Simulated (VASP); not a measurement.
**CoO: relaxation of cell and atoms with PBEsol**

CoO:

```
Co O
1.0
     1.60222    0.92504    2.56647
    -1.60222    0.92504    2.56647
     0.00000   -1.85008    2.56647
Co O
1 1
Cartesian
  0.0000 0.0000 7.6915
  0.0000 0.0000 5.7824
```

* Program: VASP 6.6.1
* Task: relaxation of cell and atoms
* Functional: PBEsol
* Potentials or basis: VASP PAW PBE potentials, release 64 (Co, O)
* Cutoff: 600 eV
* k mesh: 10 × 10 × 10
* Occupations: fermi-dirac, width 0.05 eV
* Spin: collinear spin, ferromagnetic start
* Starting moments: [2.0, 0.0] μB
* Dipole correction: no
* Further INCAR settings: ALGO = Normal; EDIFF = 1e-06; IBRION = 2; EDIFFG = -0.02; NSW = 80; ISIF = 3

* Relaxed volume: 10.23 Å³/atom
* Relaxed cell: a = 3.069 Å, b = 3.069 Å, c = 3.069 Å, α = 60.06°, β = 60.06°, γ = 60.06°
* Space group after relaxing (to 0.1 Å): F-43m (No. 216)
* Energy gained by relaxing: 33.3 meV/atom
* Ionic steps: 10
* Pressure after relaxing: 0.0 GPa
* Net moment: 1.77 μB per cell
* Site moments: Co +1.58; O +0.16 μB
* Valence electrons inside the program's atomic spheres: Co 8.27; O 4.99

Stress tensor (GPa, compression positive):
```
-0.05  0.00  0.00
 0.00 -0.05  0.00
 0.00  0.00  0.03
```

Step by step:
```csv
step,energy change (eV),largest force (eV/Å),pressure (GPa),volume (Å³)
1,0.0000,0.2165,-8.47,22.82
2,-0.0628,0.0201,-2.52,20.89
3,-0.0645,0.1584,1.62,20.30
4,-0.0659,0.0891,-0.78,20.57
5,-0.0659,0.1008,-0.45,20.52
6,-0.0659,0.1118,-0.09,20.48
7,-0.0662,0.0335,0.70,20.38
8,-0.0664,0.0236,0.53,20.41
9,-0.0665,0.0145,-0.27,20.51
10,-0.0665,0.0012,-0.02,20.47
```

Final structure:
```cif
data_structure
_symmetry_space_group_name_H-M 'P 1'
_symmetry_Int_Tables_number 1
_cell_length_a 3.0691
_cell_length_b 3.0691
_cell_length_c 3.0691
_cell_angle_alpha 60.057
_cell_angle_beta 60.057
_cell_angle_gamma 60.057
_cell_volume 20.47
loop_
_atom_site_label
_atom_site_type_symbol
_atom_site_fract_x
_atom_site_fract_y
_atom_site_fract_z
_atom_site_occupancy
Co1 Co 0.00010 0.00010 0.00010 1
O1 O 0.74990 0.74990 0.74990 1
```

Levels at points of the mesh, in eV from the Fermi level:
Spin up:
```
           k point  band 6  band 7  band 8  band 9  band 10  band 11  band 12
(0.00, 0.00, 0.00)   -1.93    0.40    0.91    0.91     0.91    15.04    15.04
(0.50, 0.00, 0.00)   -1.81   -1.81   -0.07   -0.06     6.21     7.54    14.50
(0.50, 0.50, 0.00)   -1.52   -1.31   -1.30   -1.19     5.71    10.75    11.96
(0.50, 0.50, 0.50)   -1.81   -1.81   -0.06   -0.06     6.21     7.55    14.47
```
Spin down:
```csv
k point,band 3,band 4,band 5,band 6,band 7,band 8,band 9,band 10,band 11,band 12
"(0.00, 0.00, 0.00)",-6.03,-6.02,-0.80,-0.80,0.64,2.46,2.46,2.46,15.31,15.31
"(0.50, 0.00, 0.00)",-5.74,-5.74,-0.57,-0.56,-0.29,1.43,1.44,6.46,7.98,14.88
"(0.50, 0.50, 0.00)",-5.39,-5.38,-1.52,-0.35,-0.19,0.51,0.51,6.39,11.03,12.50
"(0.50, 0.50, 0.50)",-5.75,-5.75,-0.57,-0.57,-0.29,1.44,1.44,6.46,7.99,14.86
```

Run time: 3.9 min on 1 thread of Intel(R) Xeon(R) 6975P-C (Granite Rapids), on a shared host, peak memory 0.24 GiB.

Caveat: the PAW data sets were made with another functional, which shifts forces and pressure a little; a cell with one magnetic atom can't hold antiferromagnetic order, which such compounds often take; semilocal functionals often make such compounds metallic where correlation or magnetic order opens a gap, which also shifts bond lengths. With open d or f shells a metallic result of PBEsol can be an artefact of self-interaction; +U or a hybrid may open a gap.
